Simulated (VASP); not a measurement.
Si:

```
Si
1.0
     0.00000    2.74417    2.72212
     2.72212    0.00000    2.72212
     2.72212    2.74417    0.00000
Si
2
Direct
  0.25000 0.25000 0.25000
  0.00000 0.00000 0.00000
```

This cell differs from its parent crystal: uniaxial y strain +0.8%.

Base run:

| Property | Result |
| --- | --- |
| Program | VASP 6.6.1 |
| Functional | PBE |
| Potentials or basis | VASP PAW PBE potentials, release 64 (Si) |
| Cutoff | 520 eV |
| k mesh | 8 × 8 × 8 |
| Occupations | fermi-dirac, width 0.02 eV |
| Spin | no spin polarisation |

Its results: band gap on the k mesh 0.60 eV, indirect (least direct gap 2.53 eV); pressure 0.5 GPa.

Task: The run is repeated on the same cell with these changes: functional from PBE to r2SCAN; occupations from fermi-dirac, width 0.02 eV to gaussian, width 0.01 eV. What comes out?

Result: Band gap on the k mesh 0.79 eV, indirect (least direct gap 2.72 eV); pressure -1.0 GPa.

Caveats: the PAW data sets were made with another functional, which shifts forces and pressure a little (some runs).

A k mesh can miss the band edges.
